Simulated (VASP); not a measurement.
GaH5Pd:

```xyz
7
Lattice="3.5168 0.0000 0.0000 0.0000 3.5168 0.0000 0.0000 0.0000 6.2263" Properties=species:S:1:pos:R:3 pbc="T T T"
Ga    1.7584    1.7584    0.0000
Pd    0.0000    0.0000    3.1132
H     0.0000    1.7584    1.8452
H     0.0000    1.7584    4.3811
H     1.7584    0.0000    1.8452
H     1.7584    0.0000    4.3811
H     0.0000    0.0000    0.0000
```

| Item | Value |
| --- | --- |
| Program | VASP 6.6.1 |
| Task | relaxation of cell and atoms |
| Functional | PBEsol |
| Potentials or basis | VASP PAW PBE potentials, release 64 (Ga_d, Pd, H) |
| Cutoff | 600 eV |
| k mesh | 6 × 6 × 4 |
| Occupations | fermi-dirac, width 0.03 eV |
| Spin | no spin polarisation |

At the start: pressure -19.6 GPa; volume 11.00 Å³/atom.

Q: How do energy, volume and symmetry change on relaxing?

A: Over 17 steps the energy falls by 493.6 meV/atom and the volume is 7.94 Å³/atom (-27.8 %); space group P4/mmm (No. 123, to 0.05 Å).

The path:
| step | energy change (eV) | largest force (eV/Å) | pressure (GPa) | volume (Å³) |
| --- | --- | --- | --- | --- |
| 1 | 0.0000 | 1.2382 | -19.60 | 77.01 |
| 2 | -1.9769 | 1.0899 | -15.85 | 62.95 |
| 3 | -2.9673 | 0.5484 | -0.59 | 51.65 |
| 4 | -2.9834 | 0.3590 | 5.17 | 49.50 |
| 5 | -2.9875 | 0.4229 | 3.18 | 50.17 |
| 6 | -3.2105 | 0.2412 | 4.44 | 50.29 |
| 7 | -3.3190 | 0.0689 | 6.47 | 50.32 |
| 8 | -3.2274 | 0.2857 | 13.08 | 50.18 |
| 9 | -3.3361 | 0.0648 | 8.42 | 50.30 |
| 10 | -3.4285 | 0.2461 | -1.01 | 54.88 |
| 11 | -3.4307 | 0.2037 | 0.09 | 54.23 |
| 12 | -3.4432 | 0.1443 | -0.10 | 54.63 |
| 13 | -3.4509 | 0.0089 | -0.31 | 55.49 |
| 14 | -3.4515 | 0.0393 | -0.31 | 55.31 |
| 15 | -3.4536 | 0.0159 | 0.60 | 55.18 |
| 16 | -3.4536 | 0.0162 | 0.60 | 55.17 |
| 17 | -3.4549 | 0.0019 | 0.13 | 55.59 |

Final structure:
```
Ga Pd H
1.0
     2.93591    0.00000    0.00000
     0.00000    2.93591    0.00000
     0.00000    0.00000    6.44895
Ga Pd H
1 1 5
Direct
  0.50000 0.50000 0.00000
  0.00000 0.00000 0.50000
  0.00000 0.50000 0.34150
  0.00000 0.50000 0.65850
  0.50000 0.00000 0.34150
  0.50000 0.00000 0.65850
  0.00000 0.00000 0.00000
```

Caveat: the volume moved by over 15 % at a fixed basis, so the end points are rough; the PAW data sets were made with another functional, which shifts forces and pressure a little.
